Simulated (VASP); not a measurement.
Wanted: the native input for a VASP 6.6.1 run.

- Task: single point
- Functional: PBE
- Potentials or basis: VASP PAW PBE potentials, release 64 (C, O, H)
- Cutoff: 520 eV
- k mesh: 1 × 1 × 1
- Occupations: fermi-dirac, width 0.05 eV
- Spin: no spin polarisation
- Dipole correction: no
- Further INCAR settings: LREAL = Auto; ALGO = Normal; EDIFF = 1e-06; NBANDS = 64

The structure of H6C2O lies in POSCAR:

```
H6C2O
1.0
    7.2936330000      0.0000000000      0.0000000000
    0.0000000000      7.2936330000      0.0000000000
    0.0000000000      0.0000000000      7.2936330000
C O H
8 4 24
Direct
    0.8419809442      0.7738393199      0.5901037247
    0.8890905259      0.9300851853      0.4537793443
    0.3844311881      0.7130739921      0.0123669507
    0.2291313533      0.8599692362      0.0439698570
    0.4746468598      0.4621153820      0.4512291748
    0.2868529305      0.4227248615      0.5276794157
    0.6193484098      0.2855504246      0.9054061261
    0.8085133979      0.3429155265      0.9757825764
    0.7449373995      0.9482242937      0.3272580345
    0.0721999585      0.7988748543     -0.0550891442
    0.2455840594      0.2294192757      0.5064005825
    0.8968918507      0.1827210116      1.0623375210
    0.7754983011      1.0510262855      0.2429242053
    0.8958772672      1.0648602692      0.5312441687
    1.0343130783      0.9001823920      0.3921502494
    0.9701886563      0.7080833379      0.6295902193
    0.7638305903      0.8116119909      0.7182703051
    0.7741683740      0.6624270785      0.5185892956
   -0.0200037485      0.8908454813     -0.0315617745
    0.1937580353      0.8914350366      0.1873826117
    0.2792983963      0.9882180801     -0.0110918660
    0.5206870156      0.7569341644      0.0632058125
    0.3353335711      0.5889383247      0.0697594738
    0.3911219553      0.7136361262     -0.1394092628
    0.1787997833      0.1986801365      0.6176757180
    0.2693033773      0.4633767561      0.6724495186
    0.1906731529      0.4977080695      0.4344885464
    0.4897010859      0.6115196638      0.4275235675
    0.5845783576      0.4228756780      0.5419795594
    0.4896599541      0.3975933530      0.3185106791
    1.0117728709      0.2239213297      1.1089535215
    0.8871024906      0.4021864001      0.8582554126
    0.7975175060      0.4466087065      1.0770078505
    0.5582814490      0.4052301507      0.8359619959
    0.6291377699      0.1768940115      0.7952963907
    0.5355630041      0.2495464195      1.0276360217
```

The input as run:

INCAR

```
ALGO = Normal
EDIFF = 1E-6
ENCUT = 520
GGA = PE
ISIF = 2
ISMEAR = -1
LASPH = True
LCHARG = True
LELF = True
LREAL = Auto
LVHAR = True
LWAVE = False
NBANDS = 64
NELM = 100
PREC = Accurate
SIGMA = 0.05
```

KPOINTS

```
k-points
0
Gamma
  1 1 1
```

Potentials or basis: VASP PAW PBE potentials, release 64 (C, O, H).

Run with:

```bash
$ cat potpaw_PBE.64/C/POTCAR potpaw_PBE.64/O/POTCAR potpaw_PBE.64/H/POTCAR > POTCAR
$ mpirun -np 1 vasp_gam > vasp.out
```

Results of the run:

| Quantity | Value |
| --- | --- |
| Pressure | -0.1 GPa |
| Largest force | 2.740 eV/Å |
| Band gap on the k mesh | 4.32 eV |

Caveat: the k points lie up to 0.86 Å⁻¹ apart.

Run time: 56 s on 1 thread of Intel(R) Xeon(R) 6975P-C (Granite Rapids), with other jobs on the host, peak memory 0.34 GiB.
